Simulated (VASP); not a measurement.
Input of a VASP 6.6.1 run:

Contents of INCAR:

```
SYSTEM = Mn
PREC = Accurate ; ENCUT = 520
EDIFF = 1E-7 ; ISMEAR = -1
SIGMA = 0.05 ; LREAL = .False.
LASPH = .True. ; NELM = 150
ALGO = Normal ; ISIF = 2
LWAVE = .False. ; LCHARG = .False.
MAGMOM = 0 0 -0.839 ; LORBIT = 11
LSORBIT = .True. ; GGA_COMPAT = .False.
LORBMOM = .True. ; LMAXMIX = 4
GGA = PE ; NBANDS = 24
```

Contents of KPOINTS:

```
Automatic mesh
0
Gamma
  16 16 16
  0 0 0
```

POSCAR

```
Mn
1.0
   -1.3975143256      1.3975143256      1.3975143256
    1.3975143256     -1.3975143256      1.3975143256
    1.3975143256      1.3975143256     -1.3975143256
Mn
1
Direct
    0.0000000000      0.0000000000      0.0000000000
```

Potentials or basis: VASP PAW PBE potentials, release 64 (Mn_pv).

Run with:

```sh
$ cat potpaw_PBE.64/Mn_pv/POTCAR > POTCAR
$ mpirun -np 1 vasp_ncl > vasp.out
```

**Question.** What does it give for the net moment?

**Answer.** 0.88 μB per cell.

**Question.** Predict the pressure.

**Answer.** 0.6 GPa.

Moments on the atoms (μB; x, y, z):
```
Mn   0.00  0.00 -0.88
```
